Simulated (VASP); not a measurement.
Write the native input for VASP 6.6.1 that does the following.

```yaml
Task: single point
Functional: LDA
Potentials_or_basis: VASP PAW LDA potentials, release 64 (Al, Cu)
Cutoff: 600 eV
k_mesh: 6 × 6 × 6
Occupations: gaussian, width 0.1 eV
Spin: no spin polarisation
Dipole_correction: no
Further_INCAR_settings: ALGO = Normal; EDIFF = 1e-06; NBANDS = 16
```

The structure of Al2Cu lies in POSCAR:

```
Al2Cu
1.0
   -2.0303375000      2.0303375000      2.8510940000
    2.0303375000     -2.0303375000      2.8510940000
    2.0303375000      2.0303375000     -2.8510940000
Al Cu
2 1
Direct
    0.7500000000      0.2500000000      0.5000000000
    0.2500000000      0.7500000000      0.5000000000
    0.5000000000      0.5000000000      0.0000000000
```

The input as run:

INCAR

```
SYSTEM = Al2Cu
  PREC = Accurate
  ENCUT = 600
  EDIFF = 1E-6
  ISMEAR = 0
  SIGMA = 0.1
  LREAL = .FALSE.
  LASPH = .TRUE.
  NELM = 120
  ALGO = Normal
  ISIF = 2
  LWAVE = .FALSE.
  LCHARG = .FALSE.
  NBANDS = 16
  GGA_COMPAT = .FALSE.
```

KPOINTS

```
regular mesh
0
G
  6 6 6
  0 0 0
```

Potentials or basis: VASP PAW LDA potentials, release 64 (Al, Cu).

Launch:

```bash
$ cat potpaw_LDA.64/Al/POTCAR potpaw_LDA.64/Cu/POTCAR > POTCAR
$ mpirun -np 1 vasp_std > vasp.out
```

It gave:

| Item | Value |
| --- | --- |
| Pressure | -3.0 GPa |
| Band gap on the k mesh | zero (an odd number of electrons rules out a gap without spin polarisation) |

Caveat: the cell stands under tension.

It took 28 s on 1 thread of AMD EPYC 7R43 64-Core Processor (Zen 3) (shared host), peak memory 0.13 GiB.
